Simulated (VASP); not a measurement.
# HfC: single point with PBE

Crystal: HfC.

```
CELL_PARAMETERS angstrom
0.00038 2.32500 2.32500
2.32596 -0.00019 2.32558
2.32596 2.32558 -0.00019
ATOMIC_POSITIONS crystal
Hf 0.50000 0.50000 0.50000
C 0.00000 0.00000 0.00000
```

```json
{
 "Program": "VASP 6.6.1",
 "Task": "single point",
 "Functional": "PBE",
 "Potentials or basis": "VASP PAW PBE potentials, release 64 (Hf_pv, C)",
 "Cutoff": "520 eV",
 "k mesh": "10 × 10 × 10",
 "Occupations": "gaussian, width 0.05 eV",
 "Spin": "no spin polarisation"
}
```

```
Pressure               : -0.6 GPa
Band gap on the k mesh : zero (band 7 reaches 6.95 eV, above the bottom of band 8 at 5.54 eV)
```

Stress tensor (GPa, compression positive):
```
-0.65 -0.03 -0.03
-0.03 -0.58  0.05
-0.03  0.05 -0.58
```

Levels at points of the mesh, in eV from the Fermi level:
| k point | band 3 | band 4 | band 5 | band 6 | band 7 | band 8 | band 9 | band 10 | band 11 | band 12 |
| --- | --- | --- | --- | --- | --- | --- | --- | --- | --- | --- |
| (0.00, 0.00, 0.00) | -29.60 | -12.33 | 0.97 | 0.97 | 0.97 | 1.36 | 1.36 | 1.37 | 3.36 | 3.36 |
| (0.50, 0.00, 0.00) | -29.67 | -8.59 | -6.16 | -3.01 | -3.01 | 5.28 | 5.29 | 5.75 | 6.52 | 11.36 |
| (0.00, 0.50, 0.00) | -29.67 | -8.60 | -6.16 | -3.01 | -3.00 | 5.28 | 5.28 | 5.75 | 6.52 | 11.35 |
| (0.50, 0.50, 0.00) | -29.83 | -10.44 | -2.62 | -1.80 | -0.13 | -0.13 | 5.28 | 6.70 | 6.70 | 8.40 |
| (0.00, 0.50, 0.50) | -29.83 | -10.44 | -2.62 | -1.80 | -0.13 | -0.12 | 5.28 | 6.70 | 6.70 | 8.40 |
| (0.50, 0.50, 0.50) | -29.67 | -8.60 | -6.16 | -3.01 | -3.00 | 5.28 | 5.29 | 5.75 | 6.52 | 11.35 |

Wall time 39 s on 1 thread of Intel(R) Xeon(R) Platinum 8375C CPU @ 2.90GHz (Ice Lake) (shared host), peak memory 0.22 GiB.

Caveat: spin-orbit coupling is left out, which moves the levels of the heavy elements.
